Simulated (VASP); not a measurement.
## Sb: single point with PBEsol+D3(BJ)

The system is Sb.

```
CELL_PARAMETERS angstrom
3.12240 0.00000 0.00000
0.00000 4.34752 0.00000
-0.03891 0.00000 4.40585
ATOMIC_POSITIONS crystal
Sb 0.98861 0.75000 0.75883
Sb 0.01139 0.25000 0.24117
```

* Program: VASP 6.6.1
* Task: single point
* Functional: PBEsol
* Dispersion: D3(BJ)
* Potentials or basis: VASP PAW PBE potentials, release 64 (Sb)
* Cutoff: 500 eV
* k mesh: 6 × 4 × 4
* Occupations: gaussian, width 0.1 eV
* Spin: no spin polarisation

| Item | Value |
| --- | --- |
| Largest force | 0.126 eV/Å |
| Dispersion energy per atom | -0.456 eV |

Forces on the atoms (eV/Å):
```
Sb   0.025  0.000  0.124
Sb  -0.025  0.000 -0.124
```

Levels at points of the mesh, in eV from the Fermi level:
```tsv
k point	band 1	band 2	band 3	band 4	band 5	band 6	band 7	band 8	band 9
(0.00, 0.00, 0.00)	-11.47	-6.52	-2.60	-2.47	3.30	4.02	4.24	4.40	7.63
(0.50, 0.00, 0.00)	-9.18	-4.56	-3.78	-0.81	-0.67	-0.61	5.60	5.89	5.95
(0.00, 0.50, 0.00)	-9.70	-9.70	-0.47	-0.47	0.13	0.13	5.66	5.66	9.22
(0.50, 0.50, 0.00)	-7.37	-7.37	-2.91	-2.91	1.42	1.42	2.41	2.41	6.70
(0.00, 0.00, 0.50)	-9.93	-9.51	-0.56	-0.03	0.10	0.24	5.45	5.82	8.91
(0.50, 0.00, 0.50)	-7.62	-7.17	-3.09	-2.78	1.28	1.86	2.43	2.51	6.66
(0.00, 0.50, 0.50)	-9.08	-9.08	-4.53	-4.53	5.97	5.97	6.24	6.24	9.88
(0.50, 0.50, 0.50)	-6.65	-6.65	-2.61	-2.61	-2.51	-2.51	3.36	3.36	8.16
```

Run time: 12 s on 1 thread of Intel Xeon 6975P-C, on a shared host, peak memory 0.18 GiB.

Caveat: the k points lie up to 0.36 Å⁻¹ apart; the cell carries a net charge on a neutralising background, which shifts energy and pressure; the cell is charged against a uniform background, so pressure and absolute levels hang on convention; the PAW data sets were made with another functional, which shifts forces and pressure a little; spin-orbit coupling is left out, which moves the levels of the heavy elements.
